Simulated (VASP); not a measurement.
# Be3SeS2 (an interface model): single point with PBEsol

System: Be3SeS2 (an interface model).

```
Be S Se
1.0
     2.41900   -2.41900    0.00000
     0.00000    2.41900   -2.41900
    24.87914   24.87914   24.87914
Be S Se
15 10 5
Direct
  0.00000 0.00000 0.99849
  0.00000 0.00000 0.19261
  0.00000 0.00000 0.38705
  0.00000 0.00000 0.58149
  0.00000 0.00000 0.78723
  0.33333 0.66667 0.06297
  0.33333 0.66667 0.25742
  0.33333 0.66667 0.45186
  0.33333 0.66667 0.64613
  0.33333 0.66667 0.85761
  0.66667 0.33333 0.12779
  0.66667 0.33333 0.32223
  0.66667 0.33333 0.51667
  0.66667 0.33333 0.71685
  0.66667 0.33333 0.92798
  0.00000 0.00000 0.04683
  0.00000 0.00000 0.24125
  0.00000 0.00000 0.43569
  0.00000 0.00000 0.63016
  0.33333 0.66667 0.11162
  0.33333 0.66667 0.30606
  0.33333 0.66667 0.50051
  0.66667 0.33333 0.17644
  0.66667 0.33333 0.37088
  0.66667 0.33333 0.56532
  0.00000 0.00000 0.83843
  0.33333 0.66667 0.69766
  0.33333 0.66667 0.90880
  0.66667 0.33333 0.76805
  0.66667 0.33333 0.97914
```

| Quantity | Value |
| --- | --- |
| Program | VASP 6.6.1 |
| Task | single point |
| Functional | PBEsol |
| Potentials or basis | VASP PAW PBE potentials, release 64 (Be, S, Se) |
| Cutoff | 520 eV |
| k mesh | 6 × 6 × 1 |
| Occupations | fermi-dirac, width 0.05 eV |
| Spin | no spin polarisation |

```json
{
 "Pressure": "3.4 GPa",
 "Largest force": "0.017 eV/Å",
 "Band gap on the k mesh": "1.74 eV (least direct gap 3.25 eV)"
}
```

Forces on the atoms (eV/Å):
```
Be   0.010  0.010  0.010
Be   0.000  0.000  0.000
Be   0.000  0.000  0.000
Be   0.000  0.000  0.000
Be   0.005  0.005  0.005
Be   0.001  0.001  0.001
Be   0.000  0.000  0.000
Be   0.001  0.001  0.001
Be  -0.003 -0.003 -0.003
Be   0.005  0.005  0.005
Be   0.001  0.001  0.001
Be   0.000  0.000  0.000
Be   0.001  0.001  0.001
Be   0.006  0.006  0.006
Be   0.006  0.006  0.006
S    0.000  0.000  0.000
S    0.000  0.000  0.000
S   -0.001 -0.001 -0.001
S   -0.001 -0.001 -0.001
S   -0.001 -0.001 -0.001
S    0.000  0.000  0.000
S   -0.001 -0.001 -0.001
S    0.000  0.000  0.000
S    0.000  0.000  0.000
S   -0.001 -0.001 -0.001
Se  -0.005 -0.005 -0.005
Se  -0.007 -0.007 -0.007
Se  -0.006 -0.006 -0.006
Se  -0.006 -0.006 -0.006
Se  -0.005 -0.005 -0.005
```

Stress tensor (GPa, compression positive):
```
 3.44 -1.60 -1.60
-1.60  3.44 -1.60
-1.60 -1.60  3.44
```

Levels at points of the mesh, in eV from the valence-band top:
```
           k point  band 56  band 57  band 58  band 59  band 60  band 61  band 62  band 63  band 64  band 65
(0.00, 0.00, 0.00)    -0.47    -0.21    -0.21     0.00     0.00     3.81     4.17     4.21     4.23     4.26
(0.50, 0.00, 0.00)    -2.26    -2.12    -2.01    -1.78    -1.51     1.74     1.96     2.04     2.50     2.55
```

Wall time 13 min on 1 thread of Oxide Virtual Turin-like Processor, on a shared host, peak memory 0.58 GiB.

Caveat: the PAW data sets were made with another functional, which shifts forces and pressure a little.
